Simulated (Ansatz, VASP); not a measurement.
**Two plane-wave programs on Be3Te2Se**

```
Be Te Se
1.0
     2.62971    1.51826    4.46909
    -2.62971    1.51826    4.46909
     0.00000   -3.03652    4.46909
Be Te Se
3 2 1
Cartesian
  1.3149 0.7591 2.2345
  -1.3149 0.7591 2.2345
  0.0000 -1.5183 2.2345
  0.0000 0.0000 8.0770
  0.0000 0.0000 5.3303
  0.0000 0.0000 0.0000
```

Change from the starting cell: species swapped into the Ce2AlFe3 type (R-3m, No. 166).

Alike in both runs: functional PBE; k mesh 3 × 3 × 3; occupations gaussian, width 0.15 eV; no spin polarisation.

Ansatz relaxed the structure, and its values are those at the end. VASP's run is a single point on that final structure, the one shown.

|  | VASP | Ansatz |
| --- | --- | --- |
| version | VASP 6.6.1 | Ansatz 0.2.0 |
| potentials or method | VASP PAW PBE potentials, release 64 (Be, Te, Se), cutoff 600 eV | scalar-relativistic, plane waves, PAW |
| valence electrons in the cell | 24 | 54 |

```tsv
	VASP	Ansatz	Ansatz less VASP
gap on the k mesh at the Fermi level (eV)	none	none	-
pressure (GPa)	0.0	0.0	-0.01
rms of the force components (eV/Å)	0.007	0.001	-0.0059
```

A gap of «none» marks a metal or a gap that the smearing closes. VASP's potentials hold 24 valence electrons a cell and Ansatz's 54, so a difference there can come from the potentials and not from the codes.

The k mesh is coarse, so the values compare programs but aren't converged. Neither program's run includes spin-orbit coupling.
